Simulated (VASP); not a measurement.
**Au: single point with PBEsol**

The system is Au.

```
Au
1.0
     0.00000    1.99436    1.94322
     1.99436    0.00000    1.94322
     1.99436    1.99436    0.00000
Au
1
Direct
  0.00000 0.00000 0.00000
```

This cell differs from its parent crystal: strain -0.025 along x and y, -0.050 along z.

```
Program                : VASP 6.6.1
Task                   : single point
Functional             : PBEsol
Potentials or basis    : VASP PAW PBE potentials, release 64 (Au)
Cutoff                 : 520 eV
k mesh                 : 20 × 20 × 20
Occupations            : gaussian, width 0.15 eV
Spin                   : no spin polarisation
Dipole correction      : no
Further INCAR settings : ALGO = Normal; EDIFF = 1e-06; NBANDS = 12
```

The pressure is 21.7 GPa.

Stress tensor (GPa, compression positive):
```
21.39  0.00  0.00
 0.00 21.39  0.00
 0.00  0.00 22.42
```

Levels at points of the mesh, in eV from the Fermi level:
```tsv
k point	band 2	band 3	band 4	band 5	band 6	band 7	band 8	band 9	band 10	band 11
(0.00, 0.00, 0.00)	-5.35	-5.35	-5.09	-3.61	-3.31	14.30	18.66	18.66	19.24	24.07
(0.50, 0.00, 0.00)	-5.45	-5.19	-2.10	-1.96	-1.52	3.60	13.74	17.51	18.09	26.13
(0.50, 0.50, 0.00)	-7.70	-2.08	-1.63	-1.63	0.98	7.01	9.89	9.89	17.98	20.91
(0.50, 0.00, 0.50)	-7.70	-2.08	-1.76	-1.55	0.49	6.35	10.31	10.43	18.40	21.33
```

It took 3.1 min on 1 thread of AMD EPYC 7R43 64-Core Processor (Zen 3) (shared host), peak memory 0.2 GiB.

Caveat: the cell differs from its parent crystal (strain -0.025 along x and y, -0.050 along z); the PAW data sets were made with another functional, which shifts forces and pressure a little; spin-orbit coupling is left out, which moves the levels of the heavy elements.
